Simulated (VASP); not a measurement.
Al, 4 atoms in the cell. Symmetry: P6_3/mmc, No. 194, hexagonal system. The conventional cell has a = 2.893 Å, b = 2.893 Å, c = 8.443 Å, α = 90.00°, β = 90.00°, γ = 120.00°. Within 3.5 Å of Al (site symmetry -3m) lie 12 Al at 2.69 to 2.89 Å. Within 3.5 Å of Al (site symmetry -6m2) lie 12 Al at 2.69 to 2.89 Å. 

| Item | Value |
| --- | --- |
| Program | VASP 6.6.1 |
| Task | single point |
| Functional | PBE |
| Dispersion | D3(BJ) |
| Potentials or basis | VASP PAW PBE potentials, release 64 (Al) |
| Cutoff | 520 eV |
| k mesh | 18 × 18 × 4 |
| Occupations | gaussian, width 0.15 eV |
| Spin | no spin polarisation |
| Dipole correction | no |
| Further INCAR settings | ALGO = Normal; EDIFF = 1e-06; NBANDS = 14 |

Potentials or basis: VASP PAW PBE potentials, release 64 (Al).

Command:

```sh
$ cat potpaw_PBE.64/Al/POTCAR > POTCAR
$ mpirun -np 1 vasp_std > vasp.out
```

Hardware: 1 thread of Intel(R) Xeon(R) 6975P-C (Granite Rapids) (shared host).

**Question.** How long does it take, and how much memory?

**Answer.** It took 22 s on 1 thread of Intel(R) Xeon(R) 6975P-C (Granite Rapids) (shared host), peak memory 0.22 GiB. Counts: scf iterations 10, k points 111.
